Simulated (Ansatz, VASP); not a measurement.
# One calculation of KI, two programs

Contents of INCAR:

```
ALGO = Normal ; EDIFF = 1E-6
ENCUT = 520 ; GGA = PE
ISIF = 2 ; ISMEAR = 0
LASPH = T ; LCHARG = T
LELF = T ; LREAL = F
LVHAR = T ; LWAVE = F
NBANDS = 42 ; NELM = 100
PREC = Accurate ; SIGMA = 0.1
```

KPOINTS

```
k-points
0
Gamma
  4 4 4
```

POSCAR

```
KI
1.0
    6.9926455064      0.0000000000      0.0000000000
    0.0000000000      6.9926455064      0.0000000000
    0.0000000000      0.0000000000      6.9926455064
K I
4 4
Direct
    0.1340000000      0.1340000000      0.1340000000
    0.3660000000      0.8660000000      0.6340000000
    0.6340000000      0.3660000000      0.8660000000
    0.8660000000      0.6340000000      0.3660000000
    0.8445000000      0.8445000000      0.8445000000
    0.6555000000      0.1555000000      0.3445000000
    0.3445000000      0.6555000000      0.1555000000
    0.1555000000      0.3445000000      0.6555000000
```

Input for Ansatz:

```yaml
crystal:
  lattice:
    - [6.9926455064, 0.0, 0.0]
    - [0.0, 6.9926455064, 0.0]
    - [0.0, 0.0, 6.9926455064]
  atoms:
    - { symbol: K, position: [0.134, 0.134, 0.134] }
    - { symbol: K, position: [0.366, 0.866, 0.634] }
    - { symbol: K, position: [0.634, 0.366, 0.866] }
    - { symbol: K, position: [0.866, 0.634, 0.366] }
    - { symbol: I, position: [0.8445, 0.8445, 0.8445] }
    - { symbol: I, position: [0.6555, 0.1555, 0.3445] }
    - { symbol: I, position: [0.3445, 0.6555, 0.1555] }
    - { symbol: I, position: [0.1555, 0.3445, 0.6555] }
basis:
  ecutwfc: 420
kpoints:
  mp_grid: { grid: [4, 4, 4] }
hamiltonian:
  xc: pbe
scf:
  occupations: { method: gaussian, width: 0.1 }
  lower_state_search: "off"
output:
  forces: true
  stress: true
  eigenvalues: true
```

Alike in both runs: task single point; functional PBE; k mesh 4 × 4 × 4; occupations gaussian, width 0.1 eV; no spin polarisation.

|  | VASP | Ansatz |
| --- | --- | --- |
| version | VASP 6.6.1 | Ansatz 0.2.0 |
| potentials or method | VASP PAW PBE potentials, release 64 (K_sv, I), cutoff 520 eV | scalar-relativistic, plane waves, PAW |
| valence electrons in the cell | 64 | 104 |

```csv
,VASP,Ansatz,Ansatz less VASP
gap on the k mesh at the Fermi level (eV),3.06,3.06,+0.002
least direct gap on the mesh (eV),3.23,3.23,+0.002
pressure (GPa),0.0,0.0,-0.02
rms of the force components (eV/Å),0.134,0.134,-0.0003
```

Atom by atom the forces differ by 0.001 eV/Å (rms over components). The functional is the same, so the differences come from potentials, cutoffs and numerics. VASP's potentials hold 64 valence electrons a cell and Ansatz's 104, so a difference there can come from the potentials and not from the codes.

Spin-orbit coupling is off throughout.
